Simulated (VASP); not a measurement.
# VO2 (P4_2/mnm) in VASP: single point with r2SCAN

Aim: the single point of VO2 with r2SCAN.

Everything below comes from runs of VASP 6.6.1. Logs are shortened: lines on timing, memory, paths and dates and some standing lists are left out, and cuts for length are marked.

### 1 The cell of the first run

It takes space group P4_2/mnm (No. 136, tetragonal). Conventional cell: a = 4.542 Å, b = 4.542 Å, c = 2.828 Å, α = 90.00°, β = 90.00°, γ = 90.00°. V (site symmetry mmm) has 6 O at 1.91 to 1.93 Å within 2.5 Å. O (site symmetry m2m) has 3 V at 1.91 to 1.93 Å and 1 O at 2.56 Å within 2.6 Å.

### 2 Single point, r2SCAN, collinear spin, ferromagnetic start

Input file POSCAR:

```
VO2
1.0
    4.5420838164      0.0000000000      0.0000000000
    0.0000000000      4.5420838164      0.0000000000
    0.0000000000      0.0000000000      2.8281520088
V O
2 4
Direct
    0.0000000000      0.0000000000      0.0000000000
    0.5000000000      0.5000000000      0.5000000000
    0.3004538310      0.3004538310      0.0000000000
    0.6995461690      0.6995461690      0.0000000000
    0.8004538310      0.1995461690      0.5000000000
    0.1995461690      0.8004538310      0.5000000000
```

Input file INCAR.step1:

```
SYSTEM = VO2
PREC = Accurate
ENCUT = 660
ISMEAR = 0
SIGMA = 0.1
LREAL = .FALSE.
LASPH = .TRUE.
NELM = 200
ISPIN = 2
MAGMOM = 0.96 0.96 0 0 0 0
LMAXMIX = 4
NBANDS = 38
GGA = PE
ALGO = Normal
EDIFF = 1E-5
LWAVE = .TRUE.
LCHARG = .FALSE.
GGA_COMPAT = .FALSE.
```

Input file INCAR.step2:

```
SYSTEM = VO2
PREC = Accurate
ENCUT = 660
EDIFF = 1E-6
ISMEAR = 0
SIGMA = 0.1
LREAL = .FALSE.
LASPH = .TRUE.
NELM = 200
ALGO = Normal
ISIF = 2
LWAVE = .FALSE.
LCHARG = .FALSE.
ISPIN = 2
MAGMOM = 0.96 0.96 0 0 0 0
LORBIT = 11
LMAXMIX = 4
METAGGA = R2SCAN
LMIXTAU = .TRUE.
NBANDS = 38
ISTART = 1
GGA_COMPAT = .FALSE.
```

Input file KPOINTS:

```
regular mesh
0
G
  4 4 6
  0 0 0
```

Potentials or basis: VASP PAW PBE potentials, release 64 (V_sv, O).

On the command line:

```bash
> cat potpaw_PBE.64/V_sv/POTCAR potpaw_PBE.64/O/POTCAR > POTCAR
> cp INCAR.step1 INCAR
> mpirun -np 1 vasp_std > vasp.out
> cp INCAR.step2 INCAR
> mpirun -np 1 vasp_std > vasp.out
```

OUTCAR:

```text
SYSTEM = VO2
   PREC = Accurate
   ENCUT = 660
   EDIFF = 1E-6
   ISMEAR = 0
   LREAL = .FALSE.
   LASPH = .TRUE.
   NELM = 200
   ISIF = 2
   ISPIN = 2
   LORBIT = 11
   METAGGA = R2SCAN
   ISTART = 1

 ion  position               nearest neighbor table
   1  0.000  0.000  0.000-   5 1.91   6 1.91   5 1.91   6 1.91   3 1.93   4 1.93
   2  0.500  0.500  0.500-   3 1.91   4 1.91   3 1.91   4 1.91   5 1.93   6 1.93
   3  0.300  0.300  0.000-   2 1.91   2 1.91   1 1.93
   4  0.700  0.700  0.000-   2 1.91   2 1.91   1 1.93
   5  0.800  0.200  0.500-   1 1.91   1 1.91   2 1.93
   6  0.200  0.800  0.500-   1 1.91   1 1.91   2 1.93

  LATTYP: Found a simple tetragonal cell.
 ALAT       =     4.5420838164
 C/A-ratio  =     0.6226551784

  Lattice vectors:

 A1 = (   4.5420838164,   0.0000000000,   0.0000000000)
 A2 = (   0.0000000000,   4.5420838164,   0.0000000000)
 A3 = (   0.0000000000,   0.0000000000,   2.8281520088)

Analysis of symmetry for initial positions (statically):
=====================================================================
 Subroutine PRICEL returns:
 Original cell was already a primitive cell.

 Routine SETGRP: Setting up the symmetry group for a
 simple tetragonal supercell.

 Subroutine GETGRP returns: Found 16 space group operations
 (whereof  8 operations were pure point group operations)
 out of a pool of 16 trial point group operations.

The static configuration has the point symmetry D_2h.
 The point group associated with its full space group is D_4h.

Analysis of symmetry for dynamics (positions and initial velocities):
=====================================================================
 Subroutine PRICEL returns:
 Original cell was already a primitive cell.

 Routine SETGRP: Setting up the symmetry group for a
 simple tetragonal supercell.

 Subroutine GETGRP returns: Found 16 space group operations
 (whereof  8 operations were pure point group operations)
 out of a pool of 16 trial point group operations.

The dynamic configuration has the point symmetry D_2h.
 The point group associated with its full space group is D_4h.

Analysis of structural, dynamic, and magnetic symmetry:
=====================================================================
 Subroutine PRICEL returns:
 Original cell was already a primitive cell.

 Routine SETGRP: Setting up the symmetry group for a
 simple tetragonal supercell.

 Subroutine GETGRP returns: Found 16 space group operations
 (whereof  8 operations were pure point group operations)
 out of a pool of 16 trial point group operations.

The overall configuration has the point symmetry D_2h.
 The point group associated with its full space group is D_4h.

 Subroutine INISYM returns: Found 16 space group operations
 (whereof  8 operations are pure point group operations),
 and found     1 'primitive' translations

----------------------------------------------------------------------------------------

                                     Primitive cell

  volume of cell :      58.3463

  direct lattice vectors                    reciprocal lattice vectors
     4.542083816  0.000000000  0.000000000     0.220163264  0.000000000  0.000000000
     0.000000000  4.542083816  0.000000000     0.000000000  0.220163264  0.000000000
     0.000000000  0.000000000  2.828152009     0.000000000  0.000000000  0.353587783

  length of vectors
     4.542083816  4.542083816  2.828152009     0.220163264  0.220163264  0.353587783

  position of ions in fractional coordinates (direct lattice)
     0.000000000  0.000000000  0.000000000
     0.500000000  0.500000000  0.500000000
     0.300453831  0.300453831  0.000000000
     0.699546169  0.699546169  0.000000000
     0.800453831  0.199546169  0.500000000
     0.199546169  0.800453831  0.500000000

  ion indices of the primitive-cell ions
   primitive index   ion index
                 1           1
                 2           2
                 3           3
                 4           4
                 5           5
                 6           6

[... 32 lines left out ...]
  0.500000  0.250000  0.000000      4.000000
  0.500000  0.500000  0.000000      1.000000
[... 16 lines left out ...]
  0.500000  0.250000  0.500000      4.000000
  0.500000  0.500000  0.500000      1.000000
   k-points           NKPTS =     24   k-points in BZ     NKDIM =     24   number of bands    NBANDS=     38
   number of dos      NEDOS =    301   number of ions     NIONS =      6
   total plane-waves  NPLWV =  38400
   dimension x,y,z NGX =    40 NGY =   40 NGZ =   24
   dimension x,y,z NGXF=    80 NGYF=   80 NGZF=   48
   ions per type =               2   4
   NGX,Y,Z   is equivalent  to a cutoff of  14.64, 14.64, 14.11 a.u.
   NGXF,Y,Z  is equivalent  to a cutoff of  29.28, 29.28, 28.22 a.u.
 SYSTEM =  VO2
   PREC   = accura    normal or accurate (medium, high low for compatibility)
   ISTART =      1    job   : 0-new  1-cont  2-samecut
   ICHARG =      0    charge: 1-file 2-atom 10-const
   ISPIN  =      2    spin polarized calculation?
   LNONCOLLINEAR =      F non collinear calculations
   LSORBIT =      F    spin-orbit coupling
   LASPH  =      T    aspherical Exc in radial PAW
   ENCUT  =  660.0 eV  48.51 Ry    6.96 a.u.   9.51  9.51  5.92*2*pi/ulx,y,z
   NELM   =    200;   NELMIN=  2; NELMDL=  0     # of ELM steps
   EDIFF  = 0.1E-05   stopping-criterion for ELM
   LREAL  =      F    real-space projection
   EDIFFG = 0.1E-04   stopping-criterion for IOM
   NSW    =      0    number of steps for IOM
   IBRION =     -1    ionic relax: 0-MD 1-quasi-New 2-CG
   NFREE  =      0    steps in history (QN), initial steepest desc. (CG)
   ISIF   =      2    stress and relaxation
   ISYM   =      2    0-nonsym 1-usesym 2-fastsym
   POTIM  = 0.5000    time-step for ionic-motion
   TEBEG  =    0.0;   TEEND  =   0.0 temperature during run
   PSTRESS=    0.0 pullay stress
   NELECT =      50.0000    total number of electrons
   NUPDOWN=      -1.0000    fix difference up-down
   EMIN   =  10.00;   EMAX   =-10.00  energy-range for DOS
   EFERMI =   0.00;   METHOD = LEGACY
   ISMEAR =     0;   SIGMA  =   0.10  broadening in eV -4-tet -1-fermi 0-gaus
   EFERMI_NEDOS =   21; number of points for ismear=-14 and -15
   IALGO  =     38    algorithm
   IMIX   =      4    mixing-type and parameters
     AMIX     =   0.40;   BMIX     =  1.00
     AMIX_MAG =   1.60;   BMIX_MAG =  1.00
  volume/ion in A,a.u.               =       9.72        65.62
  Fermi-wavevector in a.u.,A,eV,Ry     =   1.554988  2.938502 32.898737  2.417989
  Thomas-Fermi vector in A             =   2.658995
   LORBIT       =     11    0 simple, 1 ext, 2 COOP (PROOUT), +10 PAW based schemes
   METAGGA = R2SCAN    functional components
   LHFCALC =     F    Hartree Fock is set to
   AEXX    =    0.0000 exact exchange contribution
   IVDW    =     0    specifies the selected vdW correction
   LEPSILON=     F    determine dielectric tensor
   LRPA    =     F    only Hartree local field effects (RPA)
 spin polarized calculation
 Gauss-broadening in eV      SIGMA  =   0.10
  energy-cutoff  :      660.00
  volume of cell :       58.35
 maximum number of plane-waves:      2276
 NGX is ok and might be reduce to    40
   NGX = 19   NGY = 19   NGZ = 11

 number of electron      49.9999988 magnetization       2.0000004

 Free energy of the ion-electron system (eV)
  ---------------------------------------------------
  ext. energy  EPLUGINS =         0.00000000
  ---------------------------------------------------
  free energy    TOTEN  =       -68.01390430 eV

  energy without entropy =      -68.00604883  energy(sigma->0) =      -68.00997656

 E-fermi :   6.1566     XC(G=0): -12.6345

 val. band max:        6.1378828891   @ k =   0.2500   0.2500   0.1667
 cond. band min:       6.1760915662   @ k =   0.2500   0.0000   0.1667
 fundamental gap:      0.0382086771
 Fermi energy:         6.1566001147

 spin component 1

 k-point     1 :       0.0000    0.0000    0.0000
  band No.  band energies     occupation
      1     -62.6011      1.00000
      2     -62.5909      1.00000
      3     -35.3385      1.00000
      4     -35.3385      1.00000
      5     -35.2293      1.00000
      6     -35.2293      1.00000
[... 949 lines left out ...]
     36      17.5139      0.00000
     37      19.5346      0.00000
 Fermi energy:         6.1566001147

 spin component 2

 k-point     1 :       0.0000    0.0000    0.0000
  band No.  band energies     occupation
      1     -61.0940      1.00000
      2     -61.0828      1.00000
      3     -33.8990      1.00000
      4     -33.8990      1.00000
      5     -33.7363      1.00000
      6     -33.7132      1.00000
[... 949 lines left out ...]
     36      17.6534      0.00000
     37      19.9778      0.00000
 [bands above 37 left out]

------------------------ aborting loop because EDIFF is reached ----------------------------------------

  FORCE on cell =-STRESS in cart. coord.  units (eV):
  Direction    XX          YY          ZZ          XY          YZ          ZX
  --------------------------------------------------------------------------------------
  -------------------------------------------------------------------------------------
  Total        0.1848752      0.1848752      0.5705392     -0.0000000      0.0000000      0.0000000
  in kB        5.0766386      5.0766386     15.6668988     -0.0000000      0.0000000      0.0000000
  external PRESSURE =       8.6067253 kB  Pullay stress =       0.0000000 kB

 VOLUME and BASIS-vectors are now :
 -----------------------------------------------------------------------------
  energy-cutoff  :      660.00
  volume of cell :       58.35
      direct lattice vectors                 reciprocal lattice vectors
     4.542083816  0.000000000  0.000000000     0.220163264  0.000000000  0.000000000
     0.000000000  4.542083816  0.000000000     0.000000000  0.220163264  0.000000000
     0.000000000  0.000000000  2.828152009     0.000000000  0.000000000  0.353587783

 POSITION                                       TOTAL-FORCE (eV/Angst)
 -----------------------------------------------------------------------------------
      0.00000      0.00000      0.00000        -0.000000      0.000000     -0.000000
      2.27104      2.27104      1.41408        -0.000000      0.000000     -0.000000
      1.36469      1.36469      0.00000        -0.015500     -0.015500      0.000000
      3.17740      3.17740      0.00000         0.015500      0.015500     -0.000000
      3.63573      0.90636      1.41408        -0.015500      0.015500     -0.000000
      0.90636      3.63573      1.41408         0.015500     -0.015500     -0.000000
 -----------------------------------------------------------------------------------
    total drift:                                0.000000     -0.000000     -0.000000

  FREE ENERGIE OF THE ION-ELECTRON SYSTEM (eV)
  ---------------------------------------------------
  free  energy   TOTEN  =       -68.0139042970 eV

  energy  without entropy=      -68.0060488257  energy(sigma->0) =      -68.00997656

 total charge

# of ion       s       p       d       tot
------------------------------------------
    1        2.280   6.343   2.874  11.496
    2        2.280   6.343   2.874  11.496
    3        1.575   3.516   0.000   5.091
    4        1.575   3.516   0.000   5.091
    5        1.575   3.516   0.000   5.091
    6        1.575   3.516   0.000   5.091
--------------------------------------------------
tot         10.857  26.752   5.747  43.356

 magnetization (x)

# of ion       s       p       d       tot
------------------------------------------
    1        0.015   0.013   1.092   1.119
    2        0.015   0.013   1.092   1.119
    3       -0.002  -0.082   0.000  -0.084
    4       -0.002  -0.082   0.000  -0.084
    5       -0.002  -0.082   0.000  -0.084
    6       -0.002  -0.082   0.000  -0.084
--------------------------------------------------
tot          0.020  -0.301   2.183   1.903
```

It took 5.8 min on 1 thread of Intel Xeon Platinum 8259CL at 2.50GHz (Skylake/Cascade Lake), shared host; peak memory 0.29 GiB.

Results:

```
Free energy                                           : -68.0139 eV
Pressure                                              : 0.9 GPa
Largest force                                         : 0.022 eV/Å
Band gap on the k mesh                                : zero (filled and empty bands overlap)
Net moment                                            : 2.00 μB per cell
Site moments                                          : V +1.12; O -0.08 μB
Valence electrons inside the program's atomic spheres : V 11.50; O 5.09
```

Forces on the atoms (eV/Å):
```
V    0.000  0.000  0.000
V    0.000  0.000  0.000
O   -0.015 -0.015  0.000
O    0.015  0.015  0.000
O   -0.015  0.015  0.000
O    0.015 -0.015  0.000
```

Caveat: the k points lie up to 0.37 Å⁻¹ apart, too coarse for converged energies and pressures of a metal; the PAW data sets were made with another functional, which shifts forces and pressure a little; semilocal functionals often make such compounds metallic where correlation or magnetic order opens a gap, which also shifts bond lengths. With open d or f shells a metallic result of r2SCAN can be an artefact of self-interaction; +U or a hybrid may open a gap.
